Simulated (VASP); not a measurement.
# Bi (I4/mmm) in VASP: a series of runs

Runs on Bi. Level: LDA. Tasks: single point.

Everything below comes from runs of VASP 6.6.1. Logs are shortened: lines on timing, memory, paths and dates and some standing lists are left out, and cuts for length are marked.

## Step 1: The cell of the first run

The structure is tetragonal, space group I4/mmm (No. 139). The conventional cell has a = 8.473 Å, b = 8.473 Å, c = 2.899 Å, α = 90.00°, β = 90.00°, γ = 90.00°. Within 3.8 Å of Bi (site symmetry 4/mmm) lie 2 Bi at 2.90 Å.

## Step 2: Single point, LDA

Contents of INCAR:

```
SYSTEM = Bi
PREC = Accurate ; ENCUT = 520
EDIFF = 1E-7 ; ISMEAR = 1
SIGMA = 0.1 ; LREAL = .FALSE.
LASPH = .TRUE. ; NELM = 60
ALGO = Normal ; ISIF = 2
LWAVE = .FALSE. ; LCHARG = .FALSE.
NBANDS = 14
```

Contents of KPOINTS:

```
Automatic mesh
0
G
  6 6 6
  0 0 0
```

Contents of POSCAR:

```
Bi
1.0
   -4.2362671526      4.2362671526      1.4494790206
    4.2362671526     -4.2362671526      1.4494790206
    4.2362671526      4.2362671526     -1.4494790206
Bi
1
Direct
    0.0000000000      0.0000000000      0.0000000000
```

Potentials or basis: VASP PAW LDA potentials, release 64 (Bi_d).

Command:

```bash
cat potpaw_LDA.64/Bi_d/POTCAR > POTCAR
mpirun -np 1 vasp_std > vasp.out
```

OUTCAR:

```text
SYSTEM = Bi
   PREC = Accurate
   ENCUT = 520
   EDIFF = 1E-7
   ISMEAR = 1
   LREAL = .FALSE.
   LASPH = .TRUE.
   NELM = 60
   ISIF = 2

 ion  position               nearest neighbor table
   1  0.000  0.000  0.000-

  LATTYP: Found a body centered tetragonal cell.
 ALAT       =     8.4725343052
 C/A-ratio  =     0.3421594929

  Lattice vectors:

 A1 = (  -4.2362671526,   4.2362671526,   1.4494790206)
 A2 = (   4.2362671526,  -4.2362671526,   1.4494790206)
 A3 = (   4.2362671526,   4.2362671526,  -1.4494790206)

Analysis of symmetry for initial positions (statically):
=====================================================================
 Subroutine PRICEL returns:
 Original cell was already a primitive cell.

 Routine SETGRP: Setting up the symmetry group for a
 body centered tetragonal supercell.

 Subroutine GETGRP returns: Found 16 space group operations
 (whereof 16 operations were pure point group operations)
 out of a pool of 16 trial point group operations.

The static configuration has the point symmetry D_4h.

Analysis of symmetry for dynamics (positions and initial velocities):
=====================================================================
 Subroutine PRICEL returns:
 Original cell was already a primitive cell.

 Routine SETGRP: Setting up the symmetry group for a
 body centered tetragonal supercell.

 Subroutine GETGRP returns: Found 16 space group operations
 (whereof 16 operations were pure point group operations)
 out of a pool of 16 trial point group operations.

The dynamic configuration has the point symmetry D_4h.

 Subroutine INISYM returns: Found 16 space group operations
 (whereof 16 operations are pure point group operations),
 and found     1 'primitive' translations

----------------------------------------------------------------------------------------

                                     Primitive cell

  volume of cell :     104.0492

  direct lattice vectors                    reciprocal lattice vectors
    -4.236267153  4.236267153  1.449479021     0.000000000  0.118028439  0.344951526
     4.236267153 -4.236267153  1.449479021     0.118028439  0.000000000  0.344951526
     4.236267153  4.236267153 -1.449479021     0.118028439  0.118028439  0.000000000

  length of vectors
     6.163838756  6.163838756  6.163838756     0.364585062  0.364585062  0.166917419

  position of ions in fractional coordinates (direct lattice)
     0.000000000  0.000000000  0.000000000

  ion indices of the primitive-cell ions
   primitive index   ion index
                 1           1

[... 81 lines left out ...]
   PSTRESS=    0.0 pullay stress
   NELECT =      15.0000    total number of electrons
   NUPDOWN=      -1.0000    fix difference up-down
   EMIN   =  10.00;   EMAX   =-10.00  energy-range for DOS
   EFERMI =   0.00;   METHOD = LEGACY
   ISMEAR =     1;   SIGMA  =   0.10  broadening in eV -4-tet -1-fermi 0-gaus
   EFERMI_NEDOS =   21; number of points for ismear=-14 and -15
   IALGO  =     38    algorithm
   IMIX   =      4    mixing-type and parameters
     AMIX     =   0.40;   BMIX     =  1.00
     AMIX_MAG =   1.60;   BMIX_MAG =  1.00
  volume/ion in A,a.u.               =     104.05       702.16
  Fermi-wavevector in a.u.,A,eV,Ry     =   0.858405  1.622151 10.025584  0.736860
  Thomas-Fermi vector in A             =   1.975605
   LORBIT       =      0    0 simple, 1 ext, 2 COOP (PROOUT), +10 PAW based schemes
   GGA     = CA    functional components
   LHFCALC =     F    Hartree Fock is set to
   AEXX    =    0.0000 exact exchange contribution
   IVDW    =     0    specifies the selected vdW correction
   LEPSILON=     F    determine dielectric tensor
   LRPA    =     F    only Hartree local field effects (RPA)
 non-spin polarized calculation
 Methfessel and Paxton  Order N= 1 SIGMA  =   0.10
  energy-cutoff  :      520.00
  volume of cell :      104.05
 maximum number of plane-waves:      2818
 NGX is ok and might be reduce to    48
   NGX = 23   NGY = 23   NGZ = 23

 number of electron      15.0000003 magnetization

 Free energy of the ion-electron system (eV)
  ---------------------------------------------------
  ext. energy  EPLUGINS =         0.00000000
  ---------------------------------------------------
  free energy    TOTEN  =        -3.14796308 eV

  energy without entropy =       -3.15079993  energy(sigma->0) =       -3.14890870

 E-fermi :  -1.6933     XC(G=0):  -5.1715

 val. band max:       -1.7622522263   @ k =  -0.1667  -0.1667   0.1667
 cond. band min:      -0.8043727155   @ k =   0.3333   0.3333   0.1667
 fundamental gap:      0.9578795107
 Fermi energy:        -1.6932670177

 k-point     1 :       0.0000    0.0000    0.0000
  band No.  band energies     occupation
      1     -23.8400      2.00000
      2     -23.5443      2.00000
      3     -23.5442      2.00000
      4     -23.2785      2.00000
      5     -23.2785      2.00000
      6     -12.6633      2.00000
      7      -2.4099      2.00000
      8      -2.4099      2.00000
      9       1.4805      0.00000
     10       3.3213      0.00000
     11       6.0798      0.00000
     12       6.6138      0.00000
     13       6.6138      0.00000
     14       7.4331      0.00000
[... 377 lines left out ...]
      1     -23.5572      2.00000
      2     -23.5572      2.00000
      3     -23.5138      2.00000
      4     -23.5137      2.00000
      5     -23.0592      2.00000
      6      -9.2294      2.00000
      7      -4.5368      2.00000
      8       0.6007      0.00000
      9       0.6036      0.00000
     10       5.0182      0.00000
     11       5.1106      0.00000
     12       6.0985      0.00000
     13       7.1175      0.00000
     14       7.7064      0.00000

 [... further k-points ...]

------------------------ aborting loop because EDIFF is reached ----------------------------------------

  FORCE on cell =-STRESS in cart. coord.  units (eV):
  Direction    XX          YY          ZZ          XY          YZ          ZX
  --------------------------------------------------------------------------------------
  -------------------------------------------------------------------------------------
  Total       -0.0895043     -0.0895043      0.2477763      0.0000000     -0.0000000      0.0000000
  in kB       -1.3782111     -1.3782111      3.8153272      0.0000000     -0.0000000      0.0000000
  external PRESSURE =       0.3529683 kB  Pullay stress =       0.0000000 kB

 VOLUME and BASIS-vectors are now :
 -----------------------------------------------------------------------------
  energy-cutoff  :      520.00
  volume of cell :      104.05
      direct lattice vectors                 reciprocal lattice vectors
    -4.236267153  4.236267153  1.449479021     0.000000000  0.118028439  0.344951526
     4.236267153 -4.236267153  1.449479021     0.118028439  0.000000000  0.344951526
     4.236267153  4.236267153 -1.449479021     0.118028439  0.118028439  0.000000000

 POSITION                                       TOTAL-FORCE (eV/Angst)
 -----------------------------------------------------------------------------------
      0.00000      0.00000      0.00000         0.000000      0.000000     -0.000000
 -----------------------------------------------------------------------------------
    total drift:                               -0.000000     -0.000000      0.000000

  FREE ENERGIE OF THE ION-ELECTRON SYSTEM (eV)
  ---------------------------------------------------
  free  energy   TOTEN  =        -3.1479630783 eV

  energy  without entropy=       -3.1507999305  energy(sigma->0) =       -3.14890870
```

Run time: 1.8 min. Hardware: 1 thread of Intel Xeon 8259CL, shared host; peak memory 0.26 GiB.

What came out:

```
Free energy            : -3.1480 eV
Pressure               : 0.0 GPa
Band gap on the k mesh : zero (an odd number of electrons rules out a gap without spin polarisation)
```

Stress tensor (GPa, compression positive):
```
-0.14  0.00  0.00
 0.00 -0.14  0.00
 0.00  0.00  0.38
```

Caveat: the k points lie up to 0.38 Å⁻¹ apart, too coarse for converged energies and pressures of a metal; spin-orbit coupling is left out, which moves the levels of the heavy elements.

## Step 3: Single point, LDA

Contents of INCAR:

```
PREC = Accurate
ENCUT = 520
EDIFF = 1E-6
ISMEAR = 1
SIGMA = 0.1
LREAL = False
LASPH = True
NELM = 80
ALGO = Normal
ISIF = 2
LWAVE = False
LCHARG = True
LELF = True
LVHAR = True
NBANDS = 14
```

Contents of KPOINTS:

```
regular mesh
0
Gamma
  6 6 6
```

Contents of POSCAR:

```
Bi
1.0
   -4.2358351740      4.2358351740      1.4499322563
    4.2358351740     -4.2358351740      1.4499322563
    4.2358351740      4.2358351740     -1.4499322563
Bi
1
Direct
    0.0000000000      0.0000000000      0.0000000000
```

Potentials or basis: VASP PAW LDA potentials, release 64 (Bi_d).

Command:

```bash
cat potpaw_LDA.64/Bi_d/POTCAR > POTCAR
mpirun -np 1 vasp_std > vasp.out
```

Run time: 2 min. Hardware: 1 thread of Intel Xeon 8259CL, shared host; peak memory 0.25 GiB.

Results (log left out):

```yaml
Free_energy: -3.1481 eV
Pressure: 0.0 GPa
Band_gap_on_the_k_mesh: zero (an odd number of electrons rules out a gap without spin polarisation)
```

Stress tensor (GPa, compression positive):
```
-0.13  0.00  0.00
 0.00 -0.13  0.00
 0.00  0.00  0.34
```

Levels at points of the mesh, in eV from the Fermi level:
| k point | band 4 | band 5 | band 6 | band 7 | band 8 | band 9 | band 10 | band 11 | band 12 | band 13 |
| --- | --- | --- | --- | --- | --- | --- | --- | --- | --- | --- |
| (0.00, 0.00, 0.00) | -21.58 | -21.58 | -10.97 | -0.71 | -0.71 | 3.18 | 5.02 | 7.78 | 8.31 | 8.31 |
| (0.50, 0.00, 0.00) | -21.82 | -21.37 | -7.54 | -2.84 | 2.29 | 2.30 | 6.50 | 6.74 | 8.51 | 9.51 |
| (0.50, 0.50, 0.00) | -21.58 | -21.58 | -10.96 | -1.12 | -0.67 | 4.25 | 5.46 | 6.27 | 8.17 | 8.18 |
| (0.50, 0.50, 0.50) | -21.58 | -21.58 | -10.95 | -1.05 | -1.05 | 4.32 | 6.94 | 6.94 | 7.57 | 8.84 |

Caveat: the k points lie up to 0.38 Å⁻¹ apart, too coarse for converged energies and pressures of a metal; spin-orbit coupling is left out, which moves the levels of the heavy elements.
